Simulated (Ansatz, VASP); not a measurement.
# Rh in VASP and in Ansatz

File INCAR:

```
  PREC = Accurate
  ENCUT = 520
  EDIFF = 1E-8
  ISMEAR = -1
  SIGMA = 0.08
  LREAL = F
  LASPH = T
  NELM = 100
  ALGO = Normal
  ISIF = 2
  LWAVE = F
  LCHARG = F
  GGA = PE
  LEFG = T
  NBANDS = 14
```

File KPOINTS:

```
regular mesh
0
Gamma
  5 5 5
```

The input POSCAR:

```
Rh
1.0
    0.0000000000      1.9015500000      1.9015500000
    1.9015500000      0.0000000000      1.9015500000
    1.9015500000      1.9015500000      0.0000000000
Rh
1
Direct
    0.0000000000      0.0000000000      0.0000000000
```

Input for Ansatz:

```yaml
crystal:
  lattice:
    - [0.0, 1.90155, 1.90155]
    - [1.90155, 0.0, 1.90155]
    - [1.90155, 1.90155, 0.0]
  atoms:
    - { symbol: Rh, position: [0.0, 0.0, 0.0] }
kpoints:
  mp_grid: { grid: [5, 5, 5] }
scf:
  occupations: { method: fermi_dirac, width: 0.08 }
hamiltonian:
  xc: pbe
  pseudopotentials: { kind: paw }
output:
  forces: true
  stress: true
  eigenvalues: true
  efg: { contact_densities: true }
```

Alike in both runs: task electric field gradients; functional PBE; k mesh 5 × 5 × 5; occupations fermi-dirac, width 0.08 eV; no spin polarisation.

|  | VASP | Ansatz |
| --- | --- | --- |
| version | VASP 6.6.1 | Ansatz 0.2.0 |
| potentials or method | VASP PAW PBE potentials, release 64 (Rh_pv) | PAW with Ansatz's default frozen-core files, scalar-relativistic |
| plane-wave cutoff (eV) | 520 | 420 |
| valence electrons in the cell | 15 | 17 |

```csv
,VASP,Ansatz,Ansatz less VASP
pressure (GPa),8.9,8.8,-0.08
```

The functional is the same, so the differences come from potentials, cutoffs and numerics. VASP's potentials hold 15 valence electrons a cell and Ansatz's 17, so a difference there can come from the potentials and not from the codes.

The k mesh is coarse, so the values compare programs but aren't converged.
